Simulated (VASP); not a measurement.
C: single point with PBE

C, a slab with vacuum:

```
C
1.0
     2.47000    0.00000    0.00000
    -1.23500    2.13908    0.00000
     0.00000    0.00000   25.21895
C
8
Direct
  0.00000 0.00000 0.29740
  0.66667 0.33333 0.29874
  0.00000 0.00000 0.43202
  0.33333 0.66667 0.43336
  0.00000 0.00000 0.56664
  0.66667 0.33333 0.56798
  0.00000 0.00000 0.70126
  0.33333 0.66667 0.70260
```

- Program: VASP 6.6.1
- Task: single point
- Functional: PBE
- Potentials or basis: VASP PAW PBE potentials, release 64 (C)
- Cutoff: 520 eV
- k mesh: 12 × 12 × 1
- Occupations: fermi-dirac, width 0.05 eV
- Spin: no spin polarisation

```
Largest force : 0.627 eV/Å
```

Forces on the atoms (eV/Å):
```
C    0.000  0.000  0.531
C    0.000  0.000 -0.627
C    0.000  0.000  0.560
C    0.000  0.000 -0.566
C    0.000  0.000  0.574
C    0.000  0.000 -0.568
C    0.000  0.000  0.605
C    0.000  0.000 -0.509
```

It took 2.9 min on 1 thread of Intel Xeon 8259CL (shared host), peak memory 0.24 GiB.
